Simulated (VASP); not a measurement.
The system is ScHg.

```
Sc Hg
1.0
     3.48000    0.00000    0.00000
     0.00000    3.48000    0.00000
     0.00000    0.00000    3.48000
Sc Hg
1 1
Direct
  0.50000 0.50000 0.50000
  0.00000 0.00000 0.00000
```

| Item | Value |
| --- | --- |
| Program | VASP 6.6.1 |
| Task | relaxation of cell and atoms |
| Functional | LDA |
| Potentials or basis | VASP PAW LDA potentials, release 64 (Sc_sv, Hg_sv_GW) |
| Cutoff | 500 eV |
| k mesh | 10 × 10 × 10 |
| Occupations | fermi-dirac, width 0.05 eV |
| Spin | no spin polarisation |

At the start: pressure -4.4 GPa; volume 21.07 Å³/atom.

Task: Where does the relaxation end?

Result: Over 3 steps the energy falls by 14.2 meV/atom and the volume is 20.10 Å³/atom (-4.6 %); space group Pm-3m (No. 221, to 0.05 Å).

The path:
```
step  energy change (eV)  largest force (eV/Å)  pressure (GPa)  volume (Å³)
   1              0.0000                0.0000           -4.44        42.14
   2             -0.0091                0.0000            4.25        38.68
   3             -0.0283                0.0000           -0.01        40.19
```

Final structure:
```xyz
2
Lattice="3.4254 0.0000 0.0000 0.0000 3.4254 0.0000 0.0000 0.0000 3.4254" Properties=species:S:1:pos:R:3 pbc="T T T"
Sc    1.7127    1.7127    1.7127
Hg    0.0000    0.0000    0.0000
```
